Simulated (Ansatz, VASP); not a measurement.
# One calculation of BP, two programs

INCAR

```
PREC = Accurate
ENCUT = 520
EDIFF = 1E-7
ISMEAR = 0
SIGMA = 0.02
LREAL = F
LASPH = T
NELM = 60
ALGO = Normal
ISIF = 2
LWAVE = F
LCHARG = T
GGA = PE
LELF = T
LVHAR = T
NBANDS = 11
```

Contents of KPOINTS:

```
regular mesh
0
Gamma
  10 10 10
```

POSCAR

```
BP
1.0
    0.0000000000      2.2037717178      2.2037717178
    2.2037717178      0.0000000000      2.2037717178
    2.2037717178      2.2037717178      0.0000000000
B P
1 1
Direct
    0.0000000000      0.0000000000      0.0000000000
    0.2500000000      0.2500000000      0.2500000000
```

Input for Ansatz:

```yaml
crystal:
  lattice:
    - [0.0, 2.2037717178, 2.2037717178]
    - [2.2037717178, 0.0, 2.2037717178]
    - [2.2037717178, 2.2037717178, 0.0]
  atoms:
    - { symbol: B, position: [0.0, 0.0, 0.0] }
    - { symbol: P, position: [0.25, 0.25, 0.25] }
basis:
  ecutwfc: 420
kpoints:
  mp_grid: { grid: [10, 10, 10] }
hamiltonian:
  xc: pbe
scf:
  occupations: { method: gaussian, width: 0.02 }
output:
  forces: true
  stress: true
  eigenvalues: true
```

Alike in both runs: task single point; functional PBE; k mesh 10 × 10 × 10; occupations gaussian, width 0.02 eV; no spin polarisation.

```csv
,VASP,Ansatz
version,VASP 6.6.1,Ansatz 0.2.0
potentials or method,"VASP PAW PBE potentials, release 64 (B, P), cutoff 520 eV","scalar-relativistic, plane waves, PAW"
valence electrons in the cell,8,8
```

Ansatz gave:

```
gap on the k mesh at the Fermi level (eV) : 1.12
least direct gap on the mesh (eV)         : 3.55
pressure (GPa)                            : 18.3
```

Problem. Which values does VASP return?

Solution. gap on the k mesh at the Fermi level (eV): 1.12; least direct gap on the mesh (eV): 3.55; pressure (GPa): 18.0.
